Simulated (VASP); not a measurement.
Here is a VASP 6.6.1 calculation.

File POSCAR:

```
Sc
1.0
    3.0866330995      0.0000002773      0.0000000000
   -1.5433167899      2.6731025377      0.0000000000
    0.0000000000      0.0000000000      4.7240699938
Sc
2
Direct
    0.3333333333      0.6666666667      0.2500000000
    0.6666666667      0.3333333333      0.7500000000
```

Contents of INCAR.step1:

```
SYSTEM = Sc
PREC = Accurate
ENCUT = 520
ISMEAR = -1
SIGMA = 0.1
LREAL = .FALSE.
LASPH = .TRUE.
NELM = 100
NBANDS = 18
GGA = PE
ALGO = Normal
EDIFF = 1E-4
LWAVE = .TRUE.
LCHARG = .FALSE.
```

Contents of INCAR.step2:

```
SYSTEM = Sc
PREC = Accurate
ENCUT = 520
EDIFF = 1E-6
ISMEAR = -1
SIGMA = 0.1
LREAL = .FALSE.
LASPH = .TRUE.
NELM = 100
ALGO = Normal
ISIF = 2
LWAVE = .FALSE.
LCHARG = .FALSE.
METAGGA = R2SCAN
LMIXTAU = .TRUE.
NBANDS = 18
ISTART = 1
```

KPOINTS

```
regular mesh
0
G
  12 12 7
  0 0 0
```

Potentials or basis: VASP PAW PBE potentials, release 64 (Sc_sv).

Command:

```sh
$ cat potpaw_PBE.64/Sc_sv/POTCAR > POTCAR
$ cp INCAR.step1 INCAR
$ mpirun -np 1 vasp_std > vasp.out
$ cp INCAR.step2 INCAR
$ mpirun -np 1 vasp_std > vasp.out
```

(1) Estimate the band gap on the k mesh.

(2) Predict the pressure.

Answers

(1) zero (band 11 reaches 6.66 eV, above the bottom of band 12 at 4.44 eV).

(2) 20.4 GPa.

Caveat: the PAW data sets were made with another functional, which shifts forces and pressure a little.
